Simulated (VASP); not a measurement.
Runs of VASP 6.6.1 on Mn. The structure is that of space group Fd-3m (No. 227), or close to it. The cells are those of the table. This isn't the form of Mn at room conditions, which is a 58-atom cubic cell.

```tsv
cell	gap on the mesh (eV)	pressure (GPa)	moment (μB)
a = 3.422 Å, angles 60.0°, 2 atoms	none	9.8	0.00
a = 3.371 Å, angles 60.0°, 2 atoms	none	(a)	0.00
a = 3.609 Å, angles 60.0°, 2 atoms	none	(b)	0.00
a = 3.653 Å, angles 60.0°, 2 atoms	none	-6.1	0.00
a = 3.564 Å, angles 60.0°, 2 atoms	none	-2.4	0.00
```

Alike in all rows: task single point; level PBEsol; potentials or basis VASP PAW PBE potentials, release 64 (Mn_pv); spin collinear, antiferromagnetic start; k mesh 12 × 12 × 12; cutoff (eV) 520; smearing fermi-dirac 0.05 eV.

Task: Estimate the missing entries.

Result: (a) 16.7; (b) -4.5.

Caveats: the antiferromagnetic order is the one typed at the start, and another may lie lower; the PAW data sets were made with another functional, which shifts forces and pressure a little; atoms lie so close that the PAW spheres overlap strongly, which falsifies energies and pressures (at least some runs); the cell stands under pressure (at least some runs); the cell stands under tension (at least some runs).

A gap of «none» marks levels without a gap at the run's occupations.
